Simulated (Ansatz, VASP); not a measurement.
## EuS in VASP and in Ansatz

```
Eu S
1.0
     0.00000    2.97850    2.97850
     2.97850    0.00000    2.97850
     2.97850    2.97850    0.00000
Eu S
1 1
Cartesian
  0.0000 0.0000 0.0000
  2.9785 2.9785 2.9785
```

Alike in both runs: task single point; functional PBE; k mesh 8 × 8 × 8; occupations fermi-dirac, width 0.1 eV; collinear spin; Hubbard terms Eu f U = 3.0 eV.

|  | VASP | Ansatz |
| --- | --- | --- |
| version | VASP 6.6.1 | Ansatz 0.2.0 |
| potentials or method | VASP PAW PBE potentials, release 64 (Eu, S) | plane waves, PAW |
| plane-wave cutoff (eV) | 600 | 420 |
| valence electrons in the cell | 23 | 23 |

|  | VASP | Ansatz | Ansatz less VASP |
| --- | --- | --- | --- |
| gap on the k mesh at the Fermi level (eV) | none | none | - |
| net moment per atom (μB) | 3.50 | 3.50 | +0.002 |
| size of the moment on the site where the two differ most (μB) | 6.67 | 6.83 | +0.167 |

Site moments also hang on the region over which each program counts them. The programs project onto different local orbitals, so the same U acts differently, and such runs can settle in different states. A gap of «none» marks a metal or a gap that the smearing closes. Ansatz's warnings: filled band counts differ across k points, given moment on shells, stability check not made.

Spin-orbit coupling is off throughout.
